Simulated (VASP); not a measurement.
Set up this calculation in VASP 6.6.1, as the native input.

| Quantity | Value |
| --- | --- |
| Task | single point |
| Functional | LDA |
| Potentials or basis | VASP PAW LDA potentials, release 64 (Zn, O_h) |
| Cutoff | 1340 eV |
| k mesh | 6 × 6 × 4 |
| Occupations | gaussian, width 0.1 eV |
| Spin | no spin polarisation |
| Dipole correction | no |
| Further INCAR settings | ALGO = Normal; EDIFF = 1e-06; NBANDS = 26 |

The structure of ZnO lies in POSCAR:

```
ZnO
1.0
    3.2500000000      0.0000000000      0.0000000000
   -1.6250000000      2.8145825623      0.0000000000
    0.0000000000      0.0000000000      5.2050000000
Zn O
2 2
Direct
    0.3333333333      0.6666666667      0.0000000000
    0.6666666667      0.3333333333      0.5000000000
    0.3333333333      0.6666666667      0.3820000000
    0.6666666667      0.3333333333      0.8820000000
```

The input as run:

INCAR

```
SYSTEM = ZnO
PREC = Accurate ; ENCUT = 1340
EDIFF = 1E-6 ; ISMEAR = 0
SIGMA = 0.1 ; LREAL = .FALSE.
LASPH = .TRUE. ; NELM = 120
ALGO = Normal ; ISIF = 2
LWAVE = .FALSE. ; LCHARG = .FALSE.
NBANDS = 26 ; GGA_COMPAT = .FALSE.
```

KPOINTS

```
regular mesh
0
G
  6 6 4
  0 0 0
```

Potentials or basis: VASP PAW LDA potentials, release 64 (Zn, O_h).

Run with:

```bash
$ cat potpaw_LDA.64/Zn/POTCAR potpaw_LDA.64/O_h/POTCAR > POTCAR
$ mpirun -np 1 vasp_std > vasp.out
```

It gave:

The pressure is -6.2 GPa. The largest force is 0.038 eV/Å and the band gap on the k mesh is 0.74 eV.

Caveat: the cell stands under tension; semilocal functionals underestimate gaps, and a narrow one can read as zero.

It took 65 s on 1 thread of Intel(R) Xeon(R) Platinum 8488C (Sapphire Rapids), with other jobs on the host, peak memory 0.29 GiB.
